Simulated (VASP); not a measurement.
**SnO2: single point with r2SCAN+D3(BJ)**

Crystal: SnO2.

```
Sn O
1.0
     4.76051    0.00000    0.00000
     0.00000    4.76070    0.00000
     0.00000    0.00000    3.20005
Sn O
2 4
Cartesian
  2.3803 2.3803 1.6000
  0.0000 0.0000 0.0000
  1.4559 1.4564 0.0000
  3.8362 0.9239 1.6000
  0.9243 3.8368 1.6000
  3.3046 3.3043 0.0000
```

```json
{
 "Program": "VASP 6.6.1",
 "Task": "single point",
 "Functional": "r2SCAN",
 "Dispersion": "D3(BJ)",
 "Potentials or basis": "VASP PAW PBE potentials, release 64 (Sn_d, O)",
 "Cutoff": "520 eV",
 "k mesh": "4 × 4 × 6",
 "Occupations": "gaussian, width 0.01 eV",
 "Spin": "no spin polarisation",
 "Dipole correction": "no",
 "Further INCAR settings": "ALGO = Normal; EDIFF = 1e-07; NBANDS = 35"
}
```

```json
{"Pressure": "-0.3 GPa", "Largest force": "0.023 eV/Å", "Band gap on the k mesh": "1.79 eV", "Dispersion energy per atom": "-0.104 eV"}
```

Forces on the atoms (eV/Å):
```
Sn   0.000  0.000  0.000
Sn   0.000  0.000  0.000
O   -0.016 -0.016  0.000
O   -0.016  0.016  0.000
O    0.016 -0.016  0.000
O    0.016  0.016  0.000
```

Stress tensor (GPa, compression positive):
```
-0.49  0.00  0.00
 0.00 -0.49  0.00
 0.00  0.00  0.05
```

Levels at points of the mesh, in eV from the valence-band top:
```csv
k point,band 23,band 24,band 25,band 26,band 27,band 28,band 29,band 30
"(0.00, 0.00, 0.00)",-1.22,-0.78,-0.78,0.00,1.79,6.82,7.05,7.05
"(0.50, 0.00, 0.00)",-1.17,-1.17,-0.62,-0.62,5.00,5.00,7.81,7.81
"(0.00, 0.50, 0.00)",-1.17,-1.17,-0.62,-0.62,5.00,5.00,7.81,7.81
"(0.50, 0.50, 0.00)",-1.30,-1.30,-0.92,-0.92,5.44,5.44,8.22,8.22
"(0.00, 0.00, 0.50)",-1.67,-1.67,-1.27,-1.27,6.87,6.87,10.53,10.53
"(0.50, 0.00, 0.50)",-1.11,-1.11,-0.69,-0.69,7.15,7.15,8.85,8.85
"(0.00, 0.50, 0.50)",-1.11,-1.11,-0.69,-0.69,7.15,7.15,8.85,8.85
"(0.50, 0.50, 0.50)",-0.96,-0.96,-0.85,-0.85,5.52,5.52,9.65,9.65
```

Wall time 100 s on 1 thread of Intel(R) Xeon(R) 6975P-C (Granite Rapids) (shared host), peak memory 0.23 GiB.

Caveat: the PAW data sets were made with another functional, which shifts forces and pressure a little; spin-orbit coupling is left out, which moves the levels of the heavy elements.
